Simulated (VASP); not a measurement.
# Pb3S (I4/mmm) in VASP: single point with PBE

Aim: the single point of Pb3S with PBE.

Program: VASP 6.6.1. These are calculated values, not measurements. Logs are shortened: lines on timing, memory, paths and dates and some standing lists are left out, and cuts for length are marked.

## Step 1: The cell of the first run

It takes space group I4/mmm (No. 139, tetragonal). Conventional cell: a = 4.674 Å, b = 4.674 Å, c = 10.441 Å, α = 90.00°, β = 90.00°, γ = 90.00°. Within 4.3 Å of Pb (site symmetry 4/mmm) lie 4 S at 3.31 Å and 8 Pb at 3.50 Å. Pb (site symmetry -4m2) has 8 Pb at 3.31 to 3.50 Å and 4 S at 3.50 Å within 4.3 Å. Within 4.3 Å of S (site symmetry 4/mmm) lie 12 Pb at 3.31 to 3.50 Å.

## Step 2: Single point, PBE

INCAR reads:

```
SYSTEM = Pb3S
ALGO = Normal ; EDIFF = 1E-6
ENCUT = 520 ; GGA = PE
ISIF = 2 ; ISMEAR = 0
LASPH = .True. ; LCHARG = .False.
LREAL = .False. ; LWAVE = .False.
NBANDS = 32 ; NELM = 60
PREC = Accurate ; SIGMA = 0.1
```

KPOINTS reads:

```
k-points
0
Gamma
  6 6 6
  0 0 0
```

POSCAR reads:

```
Pb3S
1.0
   -2.3371830154      2.3371830154      5.2207205019
    2.3371830154     -2.3371830154      5.2207205019
    2.3371830154      2.3371830154     -5.2207205019
Pb S
3 1
Direct
    0.5000000000      0.5000000000      0.0000000000
    0.2500000000      0.7500000000      0.5000000000
    0.7500000000      0.2500000000      0.5000000000
    0.0000000000      0.0000000000      0.0000000000
```

Potentials or basis: VASP PAW PBE potentials, release 64 (Pb_d, S).

The run is started by

```console
> cat potpaw_PBE.64/Pb_d/POTCAR potpaw_PBE.64/S/POTCAR > POTCAR
> mpirun -np 1 vasp_std > vasp.out
```

OUTCAR:

```text
SYSTEM = Pb3S
   EDIFF = 1E-6
   ENCUT = 520
   GGA = PE
   ISIF = 2
   ISMEAR = 0
   LASPH = .True.
   LREAL = .False.
   NELM = 60
   PREC = Accurate

 ion  position               nearest neighbor table
   1  0.500  0.500  0.000-   4 3.31   4 3.31   4 3.31   4 3.31   3 3.50   2 3.50   3 3.50   3 3.50
                             2 3.50   2 3.50   3 3.50   2 3.50
   2  0.250  0.750  0.500-   3 3.31   3 3.31   3 3.31   3 3.31   1 3.50   1 3.50   1 3.50   1 3.50

   3  0.750  0.250  0.500-   2 3.31   2 3.31   2 3.31   2 3.31   1 3.50   1 3.50   1 3.50   1 3.50

   4  0.000  0.000  0.000-   1 3.31   1 3.31   1 3.31   1 3.31

  LATTYP: Found a body centered tetragonal cell.
 ALAT       =     4.6743660308
 C/A-ratio  =     2.2337662338

  Lattice vectors:

 A1 = (  -2.3371830154,   2.3371830154,   5.2207205019)
 A2 = (   2.3371830154,  -2.3371830154,   5.2207205019)
 A3 = (   2.3371830154,   2.3371830154,  -5.2207205019)

Analysis of symmetry for initial positions (statically):
=====================================================================
 Subroutine PRICEL returns:
 Original cell was already a primitive cell.

 Routine SETGRP: Setting up the symmetry group for a
 body centered tetragonal supercell.

 Subroutine GETGRP returns: Found 16 space group operations
 (whereof 16 operations were pure point group operations)
 out of a pool of 16 trial point group operations.

The static configuration has the point symmetry D_4h.

Analysis of symmetry for dynamics (positions and initial velocities):
=====================================================================
 Subroutine PRICEL returns:
 Original cell was already a primitive cell.

 Routine SETGRP: Setting up the symmetry group for a
 body centered tetragonal supercell.

 Subroutine GETGRP returns: Found 16 space group operations
 (whereof 16 operations were pure point group operations)
 out of a pool of 16 trial point group operations.

The dynamic configuration has the point symmetry D_4h.

 Subroutine INISYM returns: Found 16 space group operations
 (whereof 16 operations are pure point group operations),
 and found     1 'primitive' translations

----------------------------------------------------------------------------------------

                                     Primitive cell

[... 91 lines left out ...]
   LASPH  =      T    aspherical Exc in radial PAW
   ENCUT  =  520.0 eV  38.22 Ry    6.18 a.u.  11.49 11.49 11.49*2*pi/ulx,y,z
   NELM   =     60;   NELMIN=  2; NELMDL= -5     # of ELM steps
   EDIFF  = 0.1E-05   stopping-criterion for ELM
   LREAL  =      F    real-space projection
   EDIFFG = 0.1E-04   stopping-criterion for IOM
   NSW    =      0    number of steps for IOM
   IBRION =     -1    ionic relax: 0-MD 1-quasi-New 2-CG
   NFREE  =      0    steps in history (QN), initial steepest desc. (CG)
   ISIF   =      2    stress and relaxation
   ISYM   =      2    0-nonsym 1-usesym 2-fastsym
   POTIM  = 0.5000    time-step for ionic-motion
   TEBEG  =    0.0;   TEEND  =   0.0 temperature during run
   PSTRESS=    0.0 pullay stress
   NELECT =      48.0000    total number of electrons
   NUPDOWN=      -1.0000    fix difference up-down
   EMIN   =  10.00;   EMAX   =-10.00  energy-range for DOS
   EFERMI =   0.00;   METHOD = LEGACY
   ISMEAR =     0;   SIGMA  =   0.10  broadening in eV -4-tet -1-fermi 0-gaus
   EFERMI_NEDOS =   21; number of points for ismear=-14 and -15
   IALGO  =     38    algorithm
   IMIX   =      4    mixing-type and parameters
     AMIX     =   0.40;   BMIX     =  1.00
     AMIX_MAG =   1.60;   BMIX_MAG =  1.00
  volume/ion in A,a.u.               =      28.52       192.45
  Fermi-wavevector in a.u.,A,eV,Ry     =   1.226770  2.318260 20.476300  1.504966
  Thomas-Fermi vector in A             =   2.361759
   LORBIT       =      0    0 simple, 1 ext, 2 COOP (PROOUT), +10 PAW based schemes
   GGA     = PE    functional components
   LHFCALC =     F    Hartree Fock is set to
   AEXX    =    0.0000 exact exchange contribution
   IVDW    =     0    specifies the selected vdW correction
   LEPSILON=     F    determine dielectric tensor
   LRPA    =     F    only Hartree local field effects (RPA)
 non-spin polarized calculation
 Gauss-broadening in eV      SIGMA  =   0.10
  energy-cutoff  :      520.00
  volume of cell :      114.07
 maximum number of plane-waves:      3131
 NGX is ok and might be reduce to    48
   NGX = 23   NGY = 23   NGZ = 23

 number of electron      48.0000003 magnetization

 Free energy of the ion-electron system (eV)
  ---------------------------------------------------
  ext. energy  EPLUGINS =         0.00000000
  ---------------------------------------------------
  free energy    TOTEN  =       -14.62571375 eV

  energy without entropy =      -14.61290673  energy(sigma->0) =      -14.61931024

 E-fermi :   6.5499     XC(G=0):  -9.9824

 val. band max:        6.5224646174   @ k =  -0.3333   0.3333   0.3333
 cond. band min:       6.5640740059   @ k =   0.1667   0.1667   0.0000
 fundamental gap:      0.0416093885
 Fermi energy:         6.5499145189

 k-point     1 :       0.0000    0.0000    0.0000
  band No.  band energies     occupation
      1     -10.8485      2.00000
      2     -10.7464      2.00000
      3     -10.6743      2.00000
      4     -10.6406      2.00000
      5     -10.6406      2.00000
      6     -10.6382      2.00000
[... 829 lines left out ...]
     31      11.8910      0.00000
     32      12.7880      0.00000

 [... further k-points ...]

------------------------ aborting loop because EDIFF is reached ----------------------------------------

  FORCE on cell =-STRESS in cart. coord.  units (eV):
  Direction    XX          YY          ZZ          XY          YZ          ZX
  --------------------------------------------------------------------------------------
  -------------------------------------------------------------------------------------
  Total       -0.5327920     -0.5327920      0.2839103      0.0000000      0.0000000      0.0000000
  in kB       -7.4832867     -7.4832867      3.9876386      0.0000000      0.0000000      0.0000000
  external PRESSURE =      -3.6596450 kB  Pullay stress =       0.0000000 kB

 VOLUME and BASIS-vectors are now :
 -----------------------------------------------------------------------------
  energy-cutoff  :      520.00
  volume of cell :      114.07
      direct lattice vectors                 reciprocal lattice vectors
    -2.337183015  2.337183015  5.220720502     0.000000000  0.213932754  0.095772221
     2.337183015 -2.337183015  5.220720502     0.213932754  0.000000000  0.095772221
     2.337183015  2.337183015 -5.220720502     0.213932754  0.213932754  0.000000000

 POSITION                                       TOTAL-FORCE (eV/Angst)
 -----------------------------------------------------------------------------------
      0.00000      0.00000      5.22072         0.000000     -0.000000      0.000000
      2.33718      0.00000      2.61036         0.000000      0.000000     -0.000000
      0.00000      2.33718      2.61036        -0.000000     -0.000000      0.000000
      0.00000      0.00000      0.00000         0.000000     -0.000000      0.000000
 -----------------------------------------------------------------------------------
    total drift:                                0.000000     -0.000000      0.000000

  FREE ENERGIE OF THE ION-ELECTRON SYSTEM (eV)
  ---------------------------------------------------
  free  energy   TOTEN  =       -14.6257137467 eV

  energy  without entropy=      -14.6129067333  energy(sigma->0) =      -14.61931024
```

OSZICAR:

```text
N       E                     dE             d eps       ncg     rms          rms(c)
DAV:   1     0.540122096629E+03    0.54012E+03   -0.22798E+04  1920   0.173E+03
DAV:   2     0.379418715868E+02   -0.50218E+03   -0.48750E+03  1920   0.464E+02
DAV:   3    -0.130182977141E+02   -0.50960E+02   -0.48811E+02  2584   0.176E+02
DAV:   4    -0.151147742565E+02   -0.20965E+01   -0.20900E+01  2288   0.394E+01
DAV:   5    -0.151956579430E+02   -0.80884E-01   -0.80871E-01  2432   0.720E+00    0.500E+00
DAV:   6    -0.146284329025E+02    0.56723E+00   -0.10901E+00  2864   0.684E+00    0.282E+00
DAV:   7    -0.146299775633E+02   -0.15447E-02   -0.19586E-01  2392   0.245E+00    0.173E+00
DAV:   8    -0.146265198595E+02    0.34577E-02   -0.34623E-02  2632   0.113E+00    0.327E-01
DAV:   9    -0.146254927111E+02    0.10271E-02   -0.38807E-03  2472   0.515E-01    0.134E-01
DAV:  10    -0.146257206647E+02   -0.22795E-03   -0.87979E-04  2360   0.245E-01    0.269E-02
DAV:  11    -0.146257165996E+02    0.40650E-05   -0.55008E-05  3008   0.606E-02    0.206E-02
DAV:  12    -0.146257142582E+02    0.23414E-05   -0.19392E-05  2544   0.399E-02    0.751E-03
DAV:  13    -0.146257137467E+02    0.51147E-06   -0.10029E-06  1568   0.134E-02
   1 F= -.14625714E+02 E0= -.14619310E+02  d E =-.128070E-01
```

It took 4.6 min on 1 thread of AMD EPYC 7R43 (Zen 3), shared host; peak memory 0.31 GiB.

What came out:

* Free energy: -14.6257 eV
* Pressure: -0.4 GPa
* Band gap on the k mesh: zero (bands 24 and 25 overlap by 1.35 eV)

Caveat: spin-orbit coupling is left out, which moves the levels of the heavy elements.
